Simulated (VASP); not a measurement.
Wanted: the native input for a VASP 6.6.1 run.

| Property | Result |
| --- | --- |
| Task | single point |
| Functional | PBE |
| Potentials or basis | VASP PAW PBE potentials, release 64 (B, N, Sc_sv) |
| Cutoff | 520 eV |
| k mesh | 1 × 1 × 1 |
| Occupations | gaussian, width 0.01 eV |
| Spin | no spin polarisation |
| Dipole correction | no |
| Further INCAR settings | LREAL = Auto; ALGO = Normal; EDIFF = 1e-06; NBANDS = 550 |

The structure of ScB107N108 (a cell with a defect) (Sc_B) lies in POSCAR:

```
ScB107N108
1.0
   10.8723311500      0.0000000000      0.0000000000
    0.0000000000      0.0000000000    -10.8723311500
    0.0000000000     10.8723311500      0.0000000000
B N Sc
107 108 1
Direct
   -0.0000550789     -0.0001594699      0.0003932746
   -0.0000554682      0.1663216152      0.1668742734
    0.1664256253     -0.0001590965      0.1668738955
    0.1665444827      0.1664407166      0.0002742227
   -0.0000557919     -0.0001592665      0.3333553528
   -0.0003506458      0.1660890259      0.4998905760
    0.1661918663     -0.0004535638      0.4998901966
    0.1661357912      0.1660327849      0.3330656670
   -0.0000554918     -0.0001595523      0.6668742160
    0.0002397140      0.1660885004      0.8338577569
    0.1661930370      0.0001353436      0.8338575523
    0.1648095222      0.1647066471      0.6665898900
    0.0002393755      0.3328570623      0.0006267114
   -0.0000552903      0.4998406511      0.1668741975
    0.1661924383      0.3328571807      0.1665794976
    0.1648106128      0.5001245205      0.0020078015
   -0.0003505357      0.3328572446      0.3331222026
   -0.0000562403      0.4998415109      0.4998960625
    0.1646957527      0.3320257259      0.4990571732
    0.1648093770      0.4995571751      0.3317390924
   -0.0000556816      0.3328636261      0.6668740198
   -0.0000556664      0.4998411401      0.8338518446
    0.1663553855      0.3330320459      0.8336831486
    0.1660862026      0.4998420740      0.6668729968
   -0.0003498422      0.6668245038      0.0006255763
   -0.0000555884      0.8333594481      0.1668741891
    0.1661927070      0.6668243245      0.1671681472
    0.1661364003      0.8336487356      0.0006818761
    0.0002384210      0.6668245836      0.3331222470
    0.0002383535      0.8335929094      0.4998906930
    0.1663550950      0.6666503252      0.5000644593
    0.1665441111      0.8332408530      0.3334735977
   -0.0000560024      0.6668189676      0.6668741040
   -0.0003496709      0.8335927655      0.8338575503
    0.1646973485      0.6676569733      0.8346887792
    0.1648104417      0.8349750431      0.6671573721
    0.3329609546      0.0001350462      0.0006254764
    0.3329607018      0.1660888977      0.1665789595
    0.4999444480     -0.0001597001      0.1668743104
    0.5002288065      0.1647055568      0.0020093860
    0.3329606460     -0.0004535805      0.3331216909
    0.3321277248      0.1645927647      0.4990573171
    0.4999442020     -0.0001585830      0.4998962264
    0.4996602128      0.1647064171      0.3317394086
    0.3329666156     -0.0001584639      0.6668738073
    0.3331351609      0.1662527933      0.8336833261
    0.4999445067     -0.0001585899      0.8338518757
    0.4999442772      0.1659841203      0.6668740865
    0.3331354678      0.3330317130      0.0004627155
    0.3329664740      0.4998411799      0.1668737847
    0.4999444219      0.3328634995      0.1668739639
    0.4999449964      0.4998412799      0.0007315323
    0.3321273687      0.3320252572      0.3316254637
    0.3286470408      0.4967932163      0.4955766137
    0.4968924475      0.3285458380      0.4955763440
    0.4999432532      0.4998419885      0.3330160731
    0.3286466844      0.3285461410      0.6638221156
    0.3286488576      0.5028915896      0.8381684348
    0.5029977353      0.3285424658      0.8381735836
    0.3321287832      0.6676568450      0.0021212488
    0.3329608752      0.8335928161      0.1671681529
    0.4999444598      0.6668188212      0.1668738679
    0.4996606670      0.8349748348      0.0020078294
    0.3331348968      0.6666504019      0.3332849633
    0.3331346956      0.8334303726      0.5000646469
    0.5029910889      0.6711366307      0.4955799307
    0.5002277216      0.8349749330      0.3317402993
    0.3286499591      0.6711371391      0.6699206722
    0.3321286789      0.8350883127      0.8346890730
    0.4968958990      0.6711374593      0.8381675844
    0.4999438578      0.8336997512      0.6668736267
    0.6669280930     -0.0004543983      0.0006267295
    0.6669279326      0.1660885501      0.1671693164
    0.8334633841     -0.0001596329      0.1668745319
    0.8337532500      0.1660319379      0.0006829338
    0.6669276772      0.0001351460      0.3331224152
    0.6667537472      0.1662525521      0.5000650606
    0.8336958224      0.0001353570      0.4998905812
    0.8333444554      0.1664403499      0.3334742469
    0.6669220269     -0.0001586115      0.6668741929
    0.6677617426      0.1645910397      0.8346914882
    0.8336972410     -0.0004543456      0.8338577900
    0.8350796788      0.1647056288      0.6671586790
    0.6677619450      0.3320238434      0.0021238748
    0.6669220204      0.4998411055      0.1668741560
    0.8336968219      0.3328569907      0.1671693809
    0.8350799015      0.4995563334      0.0020096574
    0.6667535677      0.3330319980      0.3332851592
    0.6712381528      0.5028918280      0.4955789247
    0.8335331336      0.3330320083      0.5000651351
    0.8350779378      0.5001249436      0.3317402003
    0.6712439595      0.3285425833      0.6699277536
    0.6712442038      0.4967894819      0.8381740374
    0.8351945312      0.3320239273      0.8346914654
    0.8338014468      0.4998414389      0.6668747457
    0.6667540824      0.6666499791      0.0004628303
    0.6669278994      0.8335923404      0.1665799682
    0.8336962871      0.6668242202      0.1665797234
    0.8333447117      0.8332405390      0.0002744093
    0.6677593408      0.6676573657      0.3316269573
    0.6677592570      0.8350883912      0.4990582272
    0.8351913414      0.6676570329      0.4990587560
    0.8337522089      0.8336488376      0.3330663814
    0.6712372979      0.6711366843      0.6638255558
    0.6667535180      0.8334303102      0.8336830669
    0.8335332953      0.6666501576      0.8336836375
    0.8350778618      0.8349748425      0.6665902526
    0.0830804368      0.0829769534      0.2500103508
    0.0832853084      0.2495622046      0.0835335830
    0.2496661044      0.0831815167      0.0835332712
    0.2492287224      0.2491254934      0.2493590840
    0.0823829243      0.0822803472      0.5833375396
    0.0824292187      0.2491257334      0.4161587379
    0.2492286500      0.0823263218      0.4161585540
    0.2457984872      0.2456957359      0.5829418600
    0.0832855234      0.0831813251      0.9171524620
    0.0829682600      0.2494421532      0.7503722866
    0.2495457440      0.0828656676      0.7503722056
    0.2499442047      0.2498407562      0.9168742128
    0.0823832158      0.4163042329      0.2493129888
    0.0823838961      0.5833771074      0.0844345649
    0.2495458089      0.4163424334      0.0838498304
    0.2495450343      0.5833393463      0.2498975949
    0.0829497428      0.4162475824      0.5832804399
    0.0829676209      0.5833394430      0.4164748935
    0.2457978047      0.4159093571      0.4127279053
    0.2494692095      0.5829135050      0.5838006414
    0.0829684630      0.4163424822      0.9172727751
    0.0829501238      0.5834343199      0.7504670882
    0.2494702312      0.4167691821      0.7499452501
    0.2458004287      0.5837722896      0.9210178444
    0.0832846835      0.7501192648      0.2502145517
    0.0830807655      0.9167046342      0.0837378800
    0.2492292997      0.7505559500      0.0843883133
    0.2496657611      0.9165005861      0.2502143768
    0.0829679253      0.7502401620      0.5833754215
    0.0832844487      0.9165006922      0.4165957189
    0.2499435300      0.7498418831      0.4168733523
    0.2495450087      0.9168179771      0.5833753750
    0.0824303570      0.7505558383      0.9175889686
    0.0823839363      0.9174018046      0.7504103393
    0.2458001349      0.7539855579      0.7508046696
    0.2492294844      0.9173554435      0.9175889781
    0.4164076468      0.0822802592      0.2493128133
    0.4164461700      0.2494420720      0.0838501376
    0.5834809867      0.0822794607      0.0844359929
    0.5834424512      0.2494419606      0.2498980732
    0.4163507094      0.0828477006      0.5832805132
    0.4160118778      0.2456953885      0.4127282110
    0.5834423913      0.0828655791      0.4164756060
    0.5830156206      0.2493688254      0.5838035866
    0.4164462084      0.0828653865      0.9172727862
    0.4168738406      0.2493687310      0.7499454232
    0.5835380155      0.0828473621      0.7504676606
    0.5838771804      0.2456933535      0.9210217902
    0.4163505274      0.4162472488      0.2498796781
    0.4163510303      0.5834340975      0.0838678421
    0.5835380533      0.4162470641      0.0838684783
    0.5835374755      0.5834341920      0.2498799511
    0.3994711931      0.3993731053      0.5664005045
    0.4168708751      0.5829133532      0.4163988947
    0.5830153430      0.4167691813      0.4163999150
    0.6004071347      0.6003090114      0.5664083322
    0.4168739496      0.4167688895      0.9173472714
    0.3994775306      0.6003101893      0.7673379633
    0.6004240530      0.3993641736      0.7673535691
    0.5830170732      0.5829118614      0.9173479559
    0.4164456132      0.7502400697      0.2498977641
    0.4164079695      0.9174017162      0.0844345750
    0.5834428728      0.7502395830      0.0838501796
    0.5834805712      0.9174016440      0.2493137434
    0.4168710114      0.7503171872      0.5838008589
    0.4164455833      0.9168179990      0.4164748912
    0.5838749992      0.7539854154      0.4127301257
    0.5835374763      0.9168359717      0.5832806140
    0.4160131123      0.7539851911      0.9210179735
    0.4163508596      0.9168358312      0.7504673344
    0.5830166703      0.7503163273      0.7499464731
    0.5834428329      0.9168176055      0.9172731775
    0.7502226051      0.0831813990      0.2502153822
    0.7506602607      0.2491247979      0.0843900750
    0.9168085144      0.0829767555      0.0837382939
    0.9166037404      0.2495622725      0.2502151572
    0.7503430928      0.0828654073      0.5833759121
    0.7499444643      0.2498408547      0.4168738342
    0.9166033702      0.0831816478      0.4165959509
    0.9169202862      0.2494422553      0.5833759456
    0.7506604300      0.0823252865      0.9175901607
    0.7540919850      0.2456933545      0.7508068951
    0.9175061177      0.0822795600      0.7504107618
    0.9174602875      0.2491248980      0.9175901217
    0.7503430249      0.4163424291      0.2498980911
    0.7503435393      0.5833389442      0.0838503974
    0.9175061242      0.4163039892      0.0844357806
    0.9175047420      0.5833770419      0.2493136069
    0.7504173565      0.4167689926      0.5838036421
    0.7540880639      0.5837725482      0.4127300899
    0.9169199627      0.4163425999      0.4164755096
    0.9169380571      0.5834342905      0.5832807107
    0.7540922377      0.4159081135      0.9210220444
    0.7504180311      0.5829117653      0.7499466163
    0.9169385251      0.4162471270      0.7504677936
    0.9169207517      0.5833390174      0.9172730833
    0.7506592454      0.7505558562      0.2493599320
    0.7502229086      0.9165000139      0.0835340448
    0.9166040118      0.7501190060      0.0835336486
    0.9168080820      0.9167046233      0.2500106321
    0.7540877313      0.7539849627      0.5829428876
    0.7506591456      0.9173555834      0.4161592793
    0.9174584442      0.7505560928      0.4161589922
    0.9175045963      0.9174017263      0.5833376873
    0.7499448410      0.7498412788      0.9168745436
    0.7503434785      0.9168175484      0.7503725584
    0.9169202451      0.7502397165      0.7503724161
    0.9166042536      0.9165000249      0.9171525710
    0.4999506670      0.4998225152      0.6668827333
```

The input as run:

INCAR

```
SYSTEM = ScB107N108
PREC = Accurate
ENCUT = 520
EDIFF = 1E-6
ISMEAR = 0
SIGMA = 0.01
LREAL = Auto
LASPH = .True.
NELM = 120
ALGO = Normal
ISIF = 2
LWAVE = .False.
LCHARG = .False.
GGA = PE
NBANDS = 550
GGA_COMPAT = .False.
NCORE = 4
```

KPOINTS

```
Automatic mesh
0
Gamma
  1 1 1
  0 0 0
```

Potentials or basis: VASP PAW PBE potentials, release 64 (B, N, Sc_sv).

The run is started by

```console
$ cat potpaw_PBE.64/B/POTCAR potpaw_PBE.64/N/POTCAR potpaw_PBE.64/Sc_sv/POTCAR > POTCAR
$ mpirun -np 4 vasp_gam > vasp.out
```

It gave:

The pressure is 4.4 GPa and the largest force is 0.082 eV/Å. The band gap on the k mesh is 4.37 eV.

Caveat: the k points lie up to 0.58 Å⁻¹ apart.

Run time: 8.1 min on 4 MPI ranks on Intel(R) Xeon(R) Platinum 8488C (Sapphire Rapids), with other jobs on the host, peak memory 0.43 GiB a rank.
